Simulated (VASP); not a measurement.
# C (Fd-3m) in VASP: further runs

The runs below take C through single point, relaxation of cell and atoms, with r2SCAN.

All numbers are computed with VASP 6.6.1; they aren't measurements. Logs are shortened: lines on timing, memory, paths and dates and some standing lists are left out, and cuts for length are marked.

## 1. The cell of the first run

The structure is cubic, space group Fd-3m (No. 227). The conventional cell has a = 3.560 Å, b = 3.560 Å, c = 3.560 Å, α = 90.00°, β = 90.00°, γ = 90.00°. C (site symmetry -43m) has 4 C at 1.54 Å within 2.1 Å.

## 2. Single point, r2SCAN

The input, POSCAR:

```
C
1.0
    0.0000000000      1.7801448321      1.7801448321
    1.7801448321      0.0000000000      1.7801448321
    1.7801448321      1.7801448321      0.0000000000
C
2
Direct
    0.0000000000      0.0000000000      0.0000000000
    0.2500000000      0.2500000000      0.2500000000
```

The input, INCAR.step1:

```
SYSTEM = C
PREC = Accurate ; ENCUT = 660
ISMEAR = 0 ; SIGMA = 0.02
LREAL = .False. ; LASPH = .True.
NELM = 120 ; NBANDS = 11
GGA = PE ; ALGO = Normal
EDIFF = 1E-5 ; LWAVE = .True.
LCHARG = .False. ; GGA_COMPAT = .False.
```

The input, INCAR.step2:

```
SYSTEM = C
PREC = Accurate ; ENCUT = 660
EDIFF = 1E-6 ; ISMEAR = 0
SIGMA = 0.02 ; LREAL = .False.
LASPH = .True. ; NELM = 120
ALGO = Normal ; ISIF = 2
LWAVE = .False. ; LCHARG = .False.
METAGGA = R2SCAN ; LMIXTAU = .True.
NBANDS = 11 ; ISTART = 1
GGA_COMPAT = .False.
```

The input, KPOINTS:

```
Automatic mesh
0
Gamma
  26 26 26
  0 0 0
```

Potentials or basis: VASP PAW PBE potentials, release 64 (C).

On the command line:

```console
$ cat potpaw_PBE.64/C/POTCAR > POTCAR
$ cp INCAR.step1 INCAR
$ mpirun -np 1 vasp_std > vasp.out
$ cp INCAR.step2 INCAR
$ mpirun -np 1 vasp_std > vasp.out
```

OUTCAR:

```text
SYSTEM = C
   PREC = Accurate
   ENCUT = 660
   EDIFF = 1E-6
   ISMEAR = 0
   LREAL = .False.
   LASPH = .True.
   NELM = 120
   ISIF = 2
   METAGGA = R2SCAN
   ISTART = 1

 ion  position               nearest neighbor table
   1  0.000  0.000  0.000-   2 1.54   2 1.54   2 1.54   2 1.54
   2  0.250  0.250  0.250-   1 1.54   1 1.54   1 1.54   1 1.54

  LATTYP: Found a face centered cubic cell.
 ALAT       =     3.5602896642

  Lattice vectors:

 A1 = (   0.0000000000,   1.7801448321,   1.7801448321)
 A2 = (   1.7801448321,   0.0000000000,   1.7801448321)
 A3 = (   1.7801448321,   1.7801448321,   0.0000000000)

Analysis of symmetry for initial positions (statically):
=====================================================================
 Subroutine PRICEL returns:
 Original cell was already a primitive cell.

 Routine SETGRP: Setting up the symmetry group for a
 face centered cubic supercell.

 Subroutine GETGRP returns: Found 48 space group operations
 (whereof 24 operations were pure point group operations)
 out of a pool of 48 trial point group operations.

The static configuration has the point symmetry T_d .
 The point group associated with its full space group is O_h .

Analysis of symmetry for dynamics (positions and initial velocities):
=====================================================================
 Subroutine PRICEL returns:
 Original cell was already a primitive cell.

 Routine SETGRP: Setting up the symmetry group for a
 face centered cubic supercell.

 Subroutine GETGRP returns: Found 48 space group operations
 (whereof 24 operations were pure point group operations)
 out of a pool of 48 trial point group operations.

The dynamic configuration has the point symmetry T_d .
 The point group associated with its full space group is O_h .

 Subroutine INISYM returns: Found 48 space group operations
 (whereof 24 operations are pure point group operations),
 and found     1 'primitive' translations

----------------------------------------------------------------------------------------

                                     Primitive cell

  volume of cell :      11.2823

  direct lattice vectors                    reciprocal lattice vectors
     0.000000000  1.780144832  1.780144832    -0.280876023  0.280876023  0.280876023
     1.780144832  0.000000000  1.780144832     0.280876023 -0.280876023  0.280876023
     1.780144832  1.780144832  0.000000000     0.280876023  0.280876023 -0.280876023

  length of vectors
     2.517504965  2.517504965  2.517504965     0.486491542  0.486491542  0.486491542

  position of ions in fractional coordinates (direct lattice)
     0.000000000  0.000000000  0.000000000
     0.250000000  0.250000000  0.250000000

  ion indices of the primitive-cell ions
   primitive index   ion index
                 1           1
                 2           2

----------------------------------------------------------------------------------------

 KPOINTS: Automatic mesh

Automatic generation of k-mesh.
 Grid dimensions read from file:
 generate k-points for:   26   26   26

 Generating k-lattice:

  Cartesian coordinates                     Fractional coordinates (reciprocal lattice)
    -0.010802924  0.010802924  0.010802924     0.038461538  0.000000000  0.000000000
     0.010802924 -0.010802924  0.010802924     0.000000000  0.038461538  0.000000000
     0.010802924  0.010802924 -0.010802924     0.000000000  0.000000000  0.038461538

  Length of vectors
     0.018711213  0.018711213  0.018711213

  Shift w.r.t. Gamma in fractional coordinates (k-lattice)
     0.000000000  0.000000000  0.000000000

 Subroutine IBZKPT returns following result:
 ===========================================

 Found    511 irreducible k-points:

 Following reciprocal coordinates:
            Coordinates               Weight
  0.000000  0.000000  0.000000      1.000000
  0.038462  0.000000  0.000000      8.000000
  0.076923  0.000000  0.000000      8.000000
  0.115385  0.000000  0.000000      8.000000
  0.153846  0.000000  0.000000      8.000000
  0.192308  0.000000  0.000000      8.000000
[... 16 lines left out ...]
  0.346154  0.038462  0.000000     24.000000
  0.384615  0.038462  0.000000     24.000000
 [... further k-points ...]
   k-points           NKPTS =    511   k-points in BZ     NKDIM =    511   number of bands    NBANDS=     11
   number of dos      NEDOS =    301   number of ions     NIONS =      2
   total plane-waves  NPLWV =  13824
   dimension x,y,z NGX =    24 NGY =   24 NGZ =   24
   dimension x,y,z NGXF=    48 NGYF=   48 NGZF=   48
   ions per type =               2
   NGX,Y,Z   is equivalent  to a cutoff of  15.85, 15.85, 15.85 a.u.
   NGXF,Y,Z  is equivalent  to a cutoff of  31.70, 31.70, 31.70 a.u.
 SYSTEM =  C
   PREC   = accura    normal or accurate (medium, high low for compatibility)
   ISTART =      1    job   : 0-new  1-cont  2-samecut
   ICHARG =      0    charge: 1-file 2-atom 10-const
   ISPIN  =      1    spin polarized calculation?
   LNONCOLLINEAR =      F non collinear calculations
   LSORBIT =      F    spin-orbit coupling
   LASPH  =      T    aspherical Exc in radial PAW
   ENCUT  =  660.0 eV  48.51 Ry    6.96 a.u.   5.27  5.27  5.27*2*pi/ulx,y,z
   NELM   =    120;   NELMIN=  2; NELMDL=  0     # of ELM steps
   EDIFF  = 0.1E-05   stopping-criterion for ELM
   LREAL  =      F    real-space projection
   EDIFFG = 0.1E-04   stopping-criterion for IOM
   NSW    =      0    number of steps for IOM
   IBRION =     -1    ionic relax: 0-MD 1-quasi-New 2-CG
   NFREE  =      0    steps in history (QN), initial steepest desc. (CG)
   ISIF   =      2    stress and relaxation
   ISYM   =      2    0-nonsym 1-usesym 2-fastsym
   POTIM  = 0.5000    time-step for ionic-motion
   TEBEG  =    0.0;   TEEND  =   0.0 temperature during run
   PSTRESS=    0.0 pullay stress
   NELECT =       8.0000    total number of electrons
   NUPDOWN=      -1.0000    fix difference up-down
   EMIN   =  10.00;   EMAX   =-10.00  energy-range for DOS
   EFERMI =   0.00;   METHOD = LEGACY
   ISMEAR =     0;   SIGMA  =   0.02  broadening in eV -4-tet -1-fermi 0-gaus
   EFERMI_NEDOS =   21; number of points for ismear=-14 and -15
   IALGO  =     38    algorithm
   IMIX   =      4    mixing-type and parameters
     AMIX     =   0.40;   BMIX     =  1.00
     AMIX_MAG =   1.60;   BMIX_MAG =  1.00
  volume/ion in A,a.u.               =       5.64        38.07
  Fermi-wavevector in a.u.,A,eV,Ry     =   1.459843  2.758703 28.995942  2.131142
  Thomas-Fermi vector in A             =   2.576363
   LORBIT       =      0    0 simple, 1 ext, 2 COOP (PROOUT), +10 PAW based schemes
   METAGGA = R2SCAN    functional components
   LHFCALC =     F    Hartree Fock is set to
   AEXX    =    0.0000 exact exchange contribution
   IVDW    =     0    specifies the selected vdW correction
   LEPSILON=     F    determine dielectric tensor
   LRPA    =     F    only Hartree local field effects (RPA)
 non-spin polarized calculation
 Gauss-broadening in eV      SIGMA  =   0.02
  energy-cutoff  :      660.00
  volume of cell :       11.28
 maximum number of plane-waves:       448
 NGX is ok and might be reduce to    24
   NGX = 11   NGY = 11   NGZ = 11

 number of electron       8.0000000 magnetization

 Free energy of the ion-electron system (eV)
  ---------------------------------------------------
  ext. energy  EPLUGINS =         0.00000000
  ---------------------------------------------------
  free energy    TOTEN  =       -19.66916803 eV

  energy without entropy =      -19.66916803  energy(sigma->0) =      -19.66916803

 E-fermi :   9.9195     XC(G=0): -14.2867

 val. band max:        9.7888265815   @ k =   0.0000   0.0000   0.0000
 cond. band min:      14.1293896087   @ k =   0.3462   0.3462   0.0000
 fundamental gap:      4.3405630272
 Fermi energy:         9.9194774916

 k-point     1 :       0.0000    0.0000    0.0000
  band No.  band energies     occupation
      1     -12.9800      2.00000
      2       9.7888      2.00000
      3       9.7888      2.00000
      4       9.7888      2.00000
      5      15.6398      0.00000
      6      15.6398      0.00000
      7      15.6398      0.00000
      8      23.7361      0.00000
      9      30.2621      0.00000
     10      37.2388      0.00000
     11      37.2388      0.00000

 k-point     2 :       0.0385    0.0000    0.0000
  band No.  band energies     occupation
      1     -12.9372      2.00000
      2       9.4703      2.00000
      3       9.7087      2.00000
      4       9.7087      2.00000
      5      15.7440      0.00000
      6      15.7440      0.00000
      7      15.8402      0.00000
      8      23.7787      0.00000
      9      30.3398      0.00000
     10      36.4357      0.00000
     11      36.4357      0.00000

 k-point     3 :       0.0769    0.0000    0.0000
  band No.  band energies     occupation
      1     -12.8085      2.00000
      2       8.6393      2.00000
      3       9.4888      2.00000
      4       9.4888      2.00000
      5      16.0326      0.00000
      6      16.0326      0.00000
      7      16.3214      0.00000
      8      23.9064      0.00000
      9      30.5589      0.00000
     10      35.3481      0.00000
     11      35.3481      0.00000

 k-point     4 :       0.1154    0.0000    0.0000
  band No.  band energies     occupation
      1     -12.5942      2.00000
      2       7.5058      2.00000
      3       9.1752      2.00000
      4       9.1752      2.00000
      5      16.4468      0.00000
      6      16.4468      0.00000
      7      16.8845      0.00000
      8      24.1167      0.00000
      9      30.8753      0.00000
     10      34.4192      0.00000
     11      34.4192      0.00000
[... 239 lines left out ...]
 k-point    22 :       0.3077    0.0385    0.0000
  band No.  band energies     occupation
      1     -10.4573      2.00000
      2       1.1773      2.00000
      3       7.2173      2.00000
      4       7.6727      2.00000
      5      17.9414      0.00000
      6      18.7504      0.00000
      7      18.7641      0.00000
      8      25.5380      0.00000
      9      31.9252      0.00000
     10      32.6625      0.00000
     11      34.4265      0.00000

 k-point    23 :       0.3462    0.0385    0.0000
  band No.  band energies     occupation
      1      -9.7876      2.00000
      2      -0.1485      2.00000
      3       7.0034      2.00000
      4       7.3733      2.00000
      5      18.1761      0.00000
      6      18.8980      0.00000
      7      18.9021      0.00000
      8      25.8603      0.00000
      9      32.0221      0.00000
     10      33.2783      0.00000
     11      34.9779      0.00000

 k-point    24 :       0.3846    0.0385    0.0000
  band No.  band energies     occupation
      1      -9.0551      2.00000
      2      -1.4121      2.00000
      3       6.8451      2.00000
      4       7.1160      2.00000
      5      18.3387      0.00000
      6      18.9485      0.00000
      7      19.0093      0.00000
      8      26.1348      0.00000
      9      32.1843      0.00000
     10      34.0872      0.00000
     11      35.6984      0.00000

 [... further k-points ...]
[... 5 lines left out ...]
  --------------------------------------------------------------------------------------
  -------------------------------------------------------------------------------------
  Total        0.0093651      0.0093651      0.0093651     -0.0000000     -0.0000000      0.0000000
  in kB        1.3299299      1.3299299      1.3299299     -0.0000000     -0.0000000      0.0000000
  external PRESSURE =       1.3299299 kB  Pullay stress =       0.0000000 kB

 VOLUME and BASIS-vectors are now :
 -----------------------------------------------------------------------------
  energy-cutoff  :      660.00
  volume of cell :       11.28
      direct lattice vectors                 reciprocal lattice vectors
     0.000000000  1.780144832  1.780144832    -0.280876023  0.280876023  0.280876023
     1.780144832  0.000000000  1.780144832     0.280876023 -0.280876023  0.280876023
     1.780144832  1.780144832  0.000000000     0.280876023  0.280876023 -0.280876023

 POSITION                                       TOTAL-FORCE (eV/Angst)
 -----------------------------------------------------------------------------------
      0.00000      0.00000      0.00000         0.000000     -0.000000      0.000000
      0.89007      0.89007      0.89007        -0.000000      0.000000     -0.000000
 -----------------------------------------------------------------------------------
    total drift:                               -0.000000      0.000000      0.000000

  FREE ENERGIE OF THE ION-ELECTRON SYSTEM (eV)
  ---------------------------------------------------
  free  energy   TOTEN  =       -19.6691680330 eV

  energy  without entropy=      -19.6691680330  energy(sigma->0) =      -19.66916803
```

It took 7.1 min on 1 thread of Oxide Virtual Turin-like, shared host; peak memory 0.15 GiB.

Results:

| Quantity | Value |
| --- | --- |
| Free energy | -19.6692 eV |
| Pressure | 0.1 GPa |
| Band gap on the k mesh | 4.34 eV (least direct gap 5.85 eV) |

Levels at points of the mesh, in eV from the valence-band top:
```tsv
k point	band 2	band 3	band 4	band 5	band 6	band 7
(0.00, 0.00, 0.00)	0.00	0.00	0.00	5.85	5.85	5.85
(0.50, 0.00, 0.00)	-14.11	-2.99	-2.99	8.90	8.90	9.20
(0.50, 0.50, 0.00)	-13.63	-6.69	-6.69	5.01	5.01	17.96
```

Caveat: the PAW data sets were made with another functional, which shifts forces and pressure a little. A k mesh can miss the band edges.

## 3. Relaxation of cell and atoms, r2SCAN

This run uses another cell than the first one, of 5.63 Å³/atom.

The input, POSCAR:

```
C
1.0
    0.0000000000      1.7785000000      1.7785000000
    1.7785000000      0.0000000000      1.7785000000
    1.7785000000      1.7785000000      0.0000000000
C
2
Direct
    0.0000000000      0.0000000000      0.0000000000
    0.2500000000      0.2500000000      0.2500000000
```

The input, INCAR.step1:

```
  ALGO = Normal
  EDIFF = 1E-5
  EDIFFG = -0.005
  ENCUT = 660
  GGA = PE
  GGA_COMPAT = False
  IBRION = 2
  ISIF = 3
  ISMEAR = 0
  LASPH = True
  LCHARG = False
  LREAL = False
  LWAVE = True
  NELM = 120
  NELMIN = 4
  NSW = 100
  PREC = Accurate
  SIGMA = 0.02
```

The input, INCAR.step2:

```
  ALGO = Normal
  EDIFF = 1E-7
  EDIFFG = -0.005
  ENCUT = 660
  GGA_COMPAT = False
  IBRION = 2
  ISIF = 3
  ISMEAR = 0
  ISTART = 1
  LASPH = True
  LCHARG = False
  LMIXTAU = True
  LREAL = False
  LWAVE = False
  METAGGA = R2SCAN
  NELM = 120
  NELMIN = 4
  NSW = 80
  PREC = Accurate
  SIGMA = 0.02
```

The input, KPOINTS:

```
k-points
0
Gamma
  26 26 26
```

Potentials or basis: VASP PAW PBE potentials, release 64 (C).

On the command line:

```console
$ cat potpaw_PBE.64/C/POTCAR > POTCAR
$ cp INCAR.step1 INCAR
$ mpirun -np 1 vasp_std > vasp.out
$ cp INCAR.step2 INCAR
$ mpirun -np 1 vasp_std > vasp.out
```

Wall time 17 min (1 thread of Oxide Virtual Turin-like, shared host); peak memory 0.15 GiB.

The run converged. Its results:

| Property | Result |
| --- | --- |
| Free energy | -19.6690 eV |
| Relaxed volume | 5.64 Å³/atom |
| Relaxed cell | a = 2.518 Å, b = 2.518 Å, c = 2.518 Å, α = 60.00°, β = 60.00°, γ = 60.00° |
| Space group after relaxing (to 0.1 Å) | Fd-3m (No. 227) |
| Energy gained by relaxing | 0.1 meV/atom |
| Ionic steps | 3 |
| Pressure after relaxing | 0.0 GPa |
| Band gap on the k mesh | 4.34 eV (least direct gap 5.85 eV) |

The path:
| step | energy change (eV) | largest force (eV/Å) | pressure (GPa) | volume (Å³) |
| --- | --- | --- | --- | --- |
| 1 | 0.0000 | 0.0000 | 1.39 | 11.25 |
| 2 | 0.0001 | 0.0000 | -1.79 | 11.33 |
| 3 | -0.0001 | 0.0000 | 0.01 | 11.29 |

Final structure:
```
CELL_PARAMETERS angstrom
0.00000 1.78030 1.78030
1.78030 0.00000 1.78030
1.78030 1.78030 0.00000
ATOMIC_POSITIONS crystal
C 0.00000 0.00000 0.00000
C 0.25000 0.25000 0.25000
```

Levels at points of the mesh, in eV from the valence-band top:
```
           k point  band 2  band 3  band 4  band 5  band 6  band 7
(0.00, 0.00, 0.00)    0.00    0.00    0.00    5.85    5.85    5.85
(0.50, 0.00, 0.00)  -14.10   -2.99   -2.99    8.90    8.90    9.20
(0.50, 0.50, 0.00)  -13.62   -6.69   -6.69    5.01    5.01   17.95
```

Caveat: the PAW data sets were made with another functional, which shifts forces and pressure a little.
